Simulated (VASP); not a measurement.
# V2F3 (R-3c) in VASP: a series of runs

V2F3 is run at these levels: LDA; tasks: single point.

Program: VASP 6.6.1. These are calculated values, not measurements. Logs are shortened: lines on timing, memory, paths and dates and some standing lists are left out, and cuts for length are marked.

## Step 1: The cell of the first run

Symmetry: R-3c, No. 167, trigonal system. Conventional cell: a = 4.822 Å, b = 4.822 Å, c = 13.160 Å, α = 90.00°, β = 90.00°, γ = 120.00°. Within 2.5 Å of F (site symmetry 2) lie 4 V at 1.88 to 1.99 Å. V (site symmetry 3) has 6 F at 1.88 to 1.99 Å within 2.5 Å.

## Step 2: Single point, LDA

The input, INCAR:

```
  PREC = Accurate
  ENCUT = 520
  EDIFF = 1E-6
  ISMEAR = -1
  SIGMA = 0.1
  LREAL = False
  LASPH = True
  NELM = 80
  ALGO = Normal
  ISIF = 2
  LWAVE = False
  LCHARG = False
  NBANDS = 58
```

The input, KPOINTS:

```
regular mesh
0
Gamma
  5 5 5
```

The input, POSCAR:

```
V2F3
1.0
    2.4112444400      4.1763952900      0.0000000000
   -2.4112444400      4.1763952900      0.0000000000
    0.0000000000     -2.7842631900      4.3868146200
F V
6 4
Direct
    0.5552000000      0.9448000000      0.7500000000
    0.2500000000      0.5552000000      0.7500000000
    0.9448000000      0.2500000000      0.7500000000
    0.4448000000      0.0552000000      0.2500000000
    0.7500000000      0.4448000000      0.2500000000
    0.0552000000      0.7500000000      0.2500000000
    0.3523000000      0.3523000000      0.0569000000
    0.1477000000      0.1477000000      0.4431000000
    0.6477000000      0.6477000000      0.9431000000
    0.8523000000      0.8523000000      0.5569000000
```

Potentials or basis: VASP PAW LDA potentials, release 64 (F, V_sv).

Run with:

```
$ cat potpaw_LDA.64/F/POTCAR potpaw_LDA.64/V_sv/POTCAR > POTCAR
$ mpirun -np 1 vasp_std > vasp.out
```

OUTCAR:

```text
PREC = Accurate
   ENCUT = 520
   EDIFF = 1E-6
   ISMEAR = -1
   LREAL = False
   LASPH = True
   NELM = 80
   ISIF = 2

 ion  position               nearest neighbor table
   1  0.555  0.945  0.750-   9 1.88  10 1.88   7 1.99   8 1.99
   2  0.250  0.555  0.750-   9 1.88  10 1.88   7 1.99   8 1.99
   3  0.945  0.250  0.750-  10 1.88   9 1.88   8 1.99   7 1.99
   4  0.445  0.055  0.250-   7 1.88   8 1.88   9 1.99  10 1.99
   5  0.750  0.445  0.250-   7 1.88   8 1.88   9 1.99  10 1.99
   6  0.055  0.750  0.250-   8 1.88   7 1.88  10 1.99   9 1.99
   7  0.352  0.352  0.057-   5 1.88   4 1.88   6 1.88   2 1.99   3 1.99   1 1.99   8 2.69   9 2.83
                             9 2.83   9 2.83
   8  0.148  0.148  0.443-   6 1.88   4 1.88   5 1.88   3 1.99   2 1.99   1 1.99   7 2.69  10 2.83
                            10 2.83  10 2.83
   9  0.648  0.648  0.943-   2 1.88   1 1.88   3 1.88   5 1.99   6 1.99   4 1.99  10 2.69   7 2.83
                             7 2.83   7 2.83
  10  0.852  0.852  0.557-   3 1.88   1 1.88   2 1.88   6 1.99   5 1.99   4 1.99   9 2.69   8 2.83
                             8 2.83   8 2.83

  LATTYP: Found a trigonal (rhomboedric) cell.
 ALAT       =     5.1957938800
 COS(alpha) =     0.5692665040

  Lattice vectors:

 A1 = (   2.4112444400,   1.3921321000,   4.3868146200)
 A2 = (  -2.4112444400,   1.3921321000,   4.3868146200)
 A3 = (   0.0000000000,  -2.7842631900,   4.3868146200)

Analysis of symmetry for initial positions (statically):
=====================================================================
 Subroutine PRICEL returns:
 Original cell was already a primitive cell.

 Routine SETGRP: Setting up the symmetry group for a
 trigonal (rhombohedral) supercell.

 Subroutine GETGRP returns: Found 12 space group operations
 (whereof  6 operations were pure point group operations)
 out of a pool of 12 trial point group operations.

The static configuration has the point symmetry S_6 .
 The point group associated with its full space group is D_3d.

Analysis of symmetry for dynamics (positions and initial velocities):
=====================================================================
 Subroutine PRICEL returns:
 Original cell was already a primitive cell.

 Routine SETGRP: Setting up the symmetry group for a
 trigonal (rhombohedral) supercell.

 Subroutine GETGRP returns: Found 12 space group operations
 (whereof  6 operations were pure point group operations)
 out of a pool of 12 trial point group operations.

The dynamic configuration has the point symmetry S_6 .
 The point group associated with its full space group is D_3d.

 Subroutine INISYM returns: Found 12 space group operations
 (whereof  6 operations are pure point group operations),
 and found     1 'primitive' translations

----------------------------------------------------------------------------------------

                                     Primitive cell

  volume of cell :      88.3532

  direct lattice vectors                    reciprocal lattice vectors
     2.411244440  4.176395290  0.000000000     0.207361805  0.119720468  0.075985270
    -2.411244440  4.176395290  0.000000000    -0.207361805  0.119720468  0.075985270
     0.000000000 -2.784263190  4.386814620     0.000000000  0.000000000  0.227955837

  length of vectors
     4.822486637  4.822486637  5.195792916     0.251208420  0.251208420  0.227955837

  position of ions in fractional coordinates (direct lattice)
     0.555200000  0.944800000  0.750000000
     0.250000000  0.555200000  0.750000000
     0.944800000  0.250000000  0.750000000
     0.444800000  0.055200000  0.250000000
     0.750000000  0.444800000  0.250000000
     0.055200000  0.750000000  0.250000000
     0.352300000  0.352300000  0.056900000
     0.147700000  0.147700000  0.443100000
     0.647700000  0.647700000  0.943100000
     0.852300000  0.852300000  0.556900000

  ion indices of the primitive-cell ions
   primitive index   ion index
                 1           1
                 2           2
                 3           3
                 4           4
                 5           5
                 6           6
                 7           7
                 8           8
                 9           9
                10          10

----------------------------------------------------------------------------------------

 KPOINTS: regular mesh

Automatic generation of k-mesh.
 Grid dimensions read from file:
 generate k-points for:    5    5    5

 Generating k-lattice:

  Cartesian coordinates                     Fractional coordinates (reciprocal lattice)
     0.041472361  0.023944094  0.015197054     0.200000000  0.000000000  0.000000000
    -0.041472361  0.023944094  0.015197054     0.000000000  0.200000000  0.000000000
     0.000000000  0.000000000  0.045591167     0.000000000  0.000000000  0.200000000

  Length of vectors
     0.050241684  0.050241684  0.045591167

  Shift w.r.t. Gamma in fractional coordinates (k-lattice)
     0.000000000  0.000000000  0.000000000

 Subroutine IBZKPT returns following result:
 ===========================================

 Found     19 irreducible k-points:

 Following reciprocal coordinates:
            Coordinates               Weight
  0.000000  0.000000  0.000000      1.000000
  0.200000 -0.000000  0.000000      6.000000
  0.400000  0.000000  0.000000      6.000000
  0.200000  0.200000  0.000000      6.000000
  0.400000  0.200000  0.000000     12.000000
 -0.400000  0.200000 -0.000000     12.000000
[... 11 lines left out ...]
  0.000000  0.000000  0.400000      2.000000
  0.200000 -0.000000  0.400000      6.000000
   k-points           NKPTS =     19   k-points in BZ     NKDIM =     19   number of bands    NBANDS=     58
   number of dos      NEDOS =    301   number of ions     NIONS =     10
   total plane-waves  NPLWV =  51840
   dimension x,y,z NGX =    36 NGY =   36 NGZ =   40
   dimension x,y,z NGXF=    72 NGYF=   72 NGZF=   80
   ions per type =               6   4
   NGX,Y,Z   is equivalent  to a cutoff of  12.41, 12.41, 12.80 a.u.
   NGXF,Y,Z  is equivalent  to a cutoff of  24.82, 24.82, 25.60 a.u.
 SYSTEM =  unknown system
   PREC   = accura    normal or accurate (medium, high low for compatibility)
   ISTART =      0    job   : 0-new  1-cont  2-samecut
   ICHARG =      2    charge: 1-file 2-atom 10-const
   ISPIN  =      1    spin polarized calculation?
   LNONCOLLINEAR =      F non collinear calculations
   LSORBIT =      F    spin-orbit coupling
   LASPH  =      T    aspherical Exc in radial PAW
   ENCUT  =  520.0 eV  38.22 Ry    6.18 a.u.   8.97  8.97  9.66*2*pi/ulx,y,z
   NELM   =     80;   NELMIN=  2; NELMDL= -5     # of ELM steps
   EDIFF  = 0.1E-05   stopping-criterion for ELM
   LREAL  =      F    real-space projection
   EDIFFG = 0.1E-04   stopping-criterion for IOM
   NSW    =      0    number of steps for IOM
   IBRION =     -1    ionic relax: 0-MD 1-quasi-New 2-CG
   NFREE  =      0    steps in history (QN), initial steepest desc. (CG)
   ISIF   =      2    stress and relaxation
   ISYM   =      2    0-nonsym 1-usesym 2-fastsym
   POTIM  = 0.5000    time-step for ionic-motion
   TEBEG  =    0.0;   TEEND  =   0.0 temperature during run
   PSTRESS=    0.0 pullay stress
   NELECT =      94.0000    total number of electrons
   NUPDOWN=      -1.0000    fix difference up-down
   EMIN   =  10.00;   EMAX   =-10.00  energy-range for DOS
   EFERMI =   0.00;   METHOD = LEGACY
   ISMEAR =    -1;   SIGMA  =   0.10  broadening in eV -4-tet -1-fermi 0-gaus
   EFERMI_NEDOS =   21; number of points for ismear=-14 and -15
   IALGO  =     38    algorithm
   IMIX   =      4    mixing-type and parameters
     AMIX     =   0.40;   BMIX     =  1.00
     AMIX_MAG =   1.60;   BMIX_MAG =  1.00
  volume/ion in A,a.u.               =       8.84        59.62
  Fermi-wavevector in a.u.,A,eV,Ry     =   1.671258  3.158219 38.002462  2.793102
  Thomas-Fermi vector in A             =   2.756612
   LORBIT       =      0    0 simple, 1 ext, 2 COOP (PROOUT), +10 PAW based schemes
   GGA     = CA    functional components
   LHFCALC =     F    Hartree Fock is set to
   AEXX    =    0.0000 exact exchange contribution
   IVDW    =     0    specifies the selected vdW correction
   LEPSILON=     F    determine dielectric tensor
   LRPA    =     F    only Hartree local field effects (RPA)
 non-spin polarized calculation
  energy-cutoff  :      520.00
  volume of cell :       88.35
 maximum number of plane-waves:      2398
   NGX = 17   NGY = 17   NGZ = 19

 number of electron      94.0000008 magnetization

 Free energy of the ion-electron system (eV)
  ---------------------------------------------------
  ext. energy  EPLUGINS =         0.00000000
  ---------------------------------------------------
  free energy    TOTEN  =       -64.18433591 eV

  energy without entropy =      -63.75114142  energy(sigma->0) =      -63.96773866

 E-fermi :  11.2244     XC(G=0): -13.2225

 val. band max:       11.2240176651   @ k =   0.0000   0.0000   0.0000
 cond. band min:      11.2262408939   @ k =   0.4000   0.0000   0.2000
 fundamental gap:      0.0022232288
 Fermi energy:        11.2243924547

 k-point     1 :       0.0000    0.0000    0.0000
  band No.  band energies     occupation
      1     -52.9156      2.00000
      2     -52.8490      2.00000
      3     -52.8327      2.00000
      4     -52.7909      2.00000
      5     -27.8035      2.00000
      6     -27.7322      2.00000
[... 50 lines left out ...]
     57      12.7850      0.00000
     58      13.7481      0.00000

 k-point     2 :       0.2000   -0.0000    0.0000
  band No.  band energies     occupation
      1     -52.9068      2.00000
      2     -52.8476      2.00000
      3     -52.8365      2.00000
      4     -52.7974      2.00000
      5     -27.8139      2.00000
      6     -27.7136      2.00000
[... 50 lines left out ...]
     57      12.9549      0.00000
     58      13.5818      0.00000
[... 974 lines left out ...]
     57      13.1295      0.00000
     58      13.4499      0.00000

 k-point    19 :       0.2000   -0.0000    0.4000
  band No.  band energies     occupation
      1     -52.8816      2.00000
      2     -52.8762      2.00000
      3     -52.8172      2.00000
      4     -52.8134      2.00000
      5     -27.7617      2.00000
      6     -27.7166      2.00000
[... 50 lines left out ...]
     57      13.2007      0.00000
     58      13.3394      0.00000

------------------------ aborting loop because EDIFF is reached ----------------------------------------

  FORCE on cell =-STRESS in cart. coord.  units (eV):
  Direction    XX          YY          ZZ          XY          YZ          ZX
  --------------------------------------------------------------------------------------
  -------------------------------------------------------------------------------------
  Total       27.7921370     27.7921025     24.4423278      0.0000000      0.0000019      0.0000000
  in kB      503.9766437    503.9760187    443.2319236      0.0000000      0.0000340      0.0000000
  external PRESSURE =     483.7281953 kB  Pullay stress =       0.0000000 kB

 VOLUME and BASIS-vectors are now :
 -----------------------------------------------------------------------------
  energy-cutoff  :      520.00
  volume of cell :       88.35
      direct lattice vectors                 reciprocal lattice vectors
     2.411244440  4.176395290  0.000000000     0.207361805  0.119720468  0.075985270
    -2.411244440  4.176395290  0.000000000    -0.207361805  0.119720468  0.075985270
     0.000000000 -2.784263190  4.386814620     0.000000000  0.000000000  0.227955837

 POSITION                                       TOTAL-FORCE (eV/Angst)
 -----------------------------------------------------------------------------------
     -0.93942      4.17640      3.29011         0.101633      0.000000     -0.000000
     -0.73591      1.27464      3.29011        -0.050816      0.088016     -0.000000
      1.67533      2.90176      3.29011        -0.050816     -0.088016     -0.000000
      0.93942      1.39213      1.09670        -0.101633     -0.000000     -0.000000
      0.73591      4.29389      1.09670         0.050816     -0.088016     -0.000000
     -1.67533      2.66677      1.09670         0.050816      0.088016     -0.000000
      0.00000      2.78426      0.24961         0.000000     -0.000000     -2.368020
      0.00000      0.00000      1.94380         0.000000      0.000000      2.368020
      0.00000      2.78426      4.13720         0.000000      0.000000      2.368020
      0.00000      5.56853      2.44302         0.000000     -0.000000     -2.368020
 -----------------------------------------------------------------------------------
    total drift:                               -0.000000     -0.000000      0.000000

  FREE ENERGIE OF THE ION-ELECTRON SYSTEM (eV)
  ---------------------------------------------------
  free  energy   TOTEN  =       -64.1843359086 eV

  energy  without entropy=      -63.7511414157  energy(sigma->0) =      -63.96773866
```

Run time: 2.3 min. Hardware: 1 thread of Oxide Virtual Turin-like, shared host; peak memory 0.18 GiB.

What came out:

```yaml
Free_energy: -64.1843 eV
Pressure: 48.4 GPa
Largest_force: 2.368 eV/Å
Band_gap_on_the_k_mesh: zero (band 47 reaches 11.46 eV, above the bottom of band 48 at 10.99 eV)
```

Forces on the atoms (eV/Å):
```
F    0.102  0.000  0.000
F   -0.051  0.088  0.000
F   -0.051 -0.088  0.000
F   -0.102  0.000  0.000
F    0.051 -0.088  0.000
F    0.051  0.088  0.000
V    0.000  0.000 -2.368
V    0.000  0.000  2.368
V    0.000  0.000  2.368
V    0.000  0.000 -2.368
```

Stress tensor (GPa, compression positive):
```
50.40  0.00  0.00
 0.00 50.40  0.00
 0.00  0.00 44.32
```

Levels at points of the mesh, in eV from the Fermi level:
| k point | band 43 | band 44 | band 45 | band 46 | band 47 | band 48 | band 49 | band 50 | band 51 | band 52 |
| --- | --- | --- | --- | --- | --- | --- | --- | --- | --- | --- |
| (0.00, 0.00, 0.00) | -0.87 | -0.31 | -0.31 | -0.29 | -0.27 | -0.20 | -0.20 | 0.00 | 0.00 | 0.24 |

Caveat: the run has no spin polarisation, though such a crystal can be magnetic; semilocal functionals often make such compounds metallic where correlation or magnetic order opens a gap, which also shifts bond lengths; forces of over 1 eV/Å act on the atoms, so gaps and moduli don't describe the material at rest.

## Step 3: Single point, LDA

The input, INCAR:

```
SYSTEM = V2F3
PREC = Accurate
ENCUT = 520
EDIFF = 1E-7
ISMEAR = -1
SIGMA = 0.1
LREAL = .False.
LASPH = .True.
NELM = 100
ALGO = Normal
ISIF = 2
LWAVE = .False.
LCHARG = .False.
NBANDS = 58
```

The input, KPOINTS:

```
Automatic mesh
0
Gamma
  5 5 5
  0 0 0
```

POSCAR is that of step 2.

Potentials or basis: VASP PAW LDA potentials, release 64 (F, V_sv).

Run with:

```
$ cat potpaw_LDA.64/F/POTCAR potpaw_LDA.64/V_sv/POTCAR > POTCAR
$ mpirun -np 1 vasp_std > vasp.out
```

Wall time 1.9 min (1 thread of Oxide Virtual Turin-like, shared host); peak memory 0.18 GiB.

The run converged. Its results:

```yaml
Free_energy: -64.1843 eV
Pressure: 48.4 GPa
Largest_force: 2.368 eV/Å
Band_gap_on_the_k_mesh: zero (band 47 reaches 11.46 eV, above the bottom of band 48 at 10.99 eV)
```

Forces on the atoms (eV/Å):
```
F    0.101  0.000  0.000
F   -0.051  0.088  0.000
F   -0.051 -0.088  0.000
F   -0.101  0.000  0.000
F    0.051 -0.088  0.000
F    0.051  0.088  0.000
V    0.000  0.000 -2.368
V    0.000  0.000  2.368
V    0.000  0.000  2.368
V    0.000  0.000 -2.368
```

Stress tensor (GPa, compression positive):
```
50.44  0.00  0.00
 0.00 50.44  0.00
 0.00  0.00 44.37
```

Levels at points of the mesh, in eV from the Fermi level:
```tsv
k point	band 45	band 46	band 47	band 48	band 49	band 50
(0.00, 0.00, 0.00)	-0.31	-0.29	-0.27	-0.20	-0.20	0.00
```

Caveat: the run has no spin polarisation, though such a crystal can be magnetic; semilocal functionals often make such compounds metallic where correlation or magnetic order opens a gap, which also shifts bond lengths; forces of over 1 eV/Å act on the atoms, so gaps and moduli don't describe the material at rest.

## Step 4: Single point, LDA

The input, INCAR:

```
SYSTEM = V2F3
PREC = Accurate
ENCUT = 520
EDIFF = 1E-6
ISMEAR = -1
SIGMA = 0.1
LREAL = .FALSE.
LASPH = .TRUE.
NELM = 60
ALGO = Normal
ISIF = 2
LWAVE = .FALSE.
LCHARG = .FALSE.
NBANDS = 58
ISYM = 0
```

The input, KPOINTS:

```
Automatic mesh
0
G
  5 5 5
  0 0 0
```

POSCAR is that of step 3.

Run with:

```
$ cat potpaw_LDA.64/F/POTCAR potpaw_LDA.64/V_sv/POTCAR > POTCAR
$ mpirun -np 1 vasp_std > vasp.out
```

Run time: 7.7 min. Hardware: 1 thread of Oxide Virtual Turin-like, shared host; peak memory 0.3 GiB.

It converged, with:

```
Free energy            : -64.1843 eV
Pressure               : 48.4 GPa
Largest force          : 2.368 eV/Å
Band gap on the k mesh : zero (band 47 reaches 11.46 eV, above the bottom of band 48 at 10.99 eV)
```

Forces in eV/Å, atoms in the order of the input:
```
F    0.101  0.000  0.000
F   -0.051  0.088  0.000
F   -0.051 -0.088  0.000
F   -0.101  0.000  0.000
F    0.051 -0.088  0.000
F    0.051  0.088  0.000
V    0.000  0.000 -2.368
V    0.000  0.000  2.368
V    0.000  0.000  2.368
V    0.000  0.000 -2.368
```

Stress tensor (GPa, compression positive):
```
50.40  0.00  0.00
 0.00 50.40  0.00
 0.00  0.00 44.33
```

Levels at points of the mesh, in eV from the Fermi level:
```tsv
k point	band 43	band 44	band 45	band 46	band 47	band 48	band 49	band 50	band 51	band 52
(0.00, 0.00, 0.00)	-0.87	-0.31	-0.31	-0.29	-0.27	-0.20	-0.20	0.00	0.00	0.24
```

Caveat: the run has no spin polarisation, though such a crystal can be magnetic; semilocal functionals often make such compounds metallic where correlation or magnetic order opens a gap, which also shifts bond lengths; forces of over 1 eV/Å act on the atoms, so gaps and moduli don't describe the material at rest. With open d or f shells a metallic result of LDA can be an artefact of self-interaction; +U or a hybrid may open a gap.
